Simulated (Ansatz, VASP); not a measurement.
Two plane-wave programs on AlFe

```
Al Fe
1.0
    -2.87433    2.87433    2.87433
     2.87433   -2.87433    2.87433
     2.87433    2.87433   -2.87433
Al Fe
4 4
Direct
  0.00000 0.50000 0.50000
  0.50000 0.00000 0.50000
  0.50000 0.50000 0.00000
  0.00000 0.00000 0.00000
  0.50000 0.50000 0.50000
  0.00000 0.00000 0.50000
  0.00000 0.50000 0.00000
  0.50000 0.00000 0.00000
```

Alike in both runs: functional PBE; k mesh 8 × 8 × 8; occupations gaussian, width 0.1 eV; collinear spin.

Ansatz relaxed the structure, and its values are those at the end. VASP's run is a single point on that final structure, the one shown.

```csv
,VASP,Ansatz
version,VASP 6.6.1,Ansatz 0.2.0
potentials or method,"VASP PAW PBE potentials, release 64 (Al, Fe), cutoff 520 eV","scalar-relativistic, plane waves, PAW"
valence electrons in the cell,44,76
```

```tsv
	VASP	Ansatz	Ansatz less VASP
gap on the k mesh at the Fermi level (eV)	none	none	-
pressure (GPa)	0.0	0.1	+0.04
net moment per atom (μB)	0.35	0.35	+0.001
size of the moment on the site where the two differ most (μB)	0.74	0.73	-0.006
```

Site moments also hang on the region over which each program counts them. A gap of «none» marks a metal or a gap that the smearing closes. The functional is the same, so the differences come from potentials, cutoffs and numerics. VASP's potentials hold 44 valence electrons a cell and Ansatz's 76, so a difference there can come from the potentials and not from the codes.
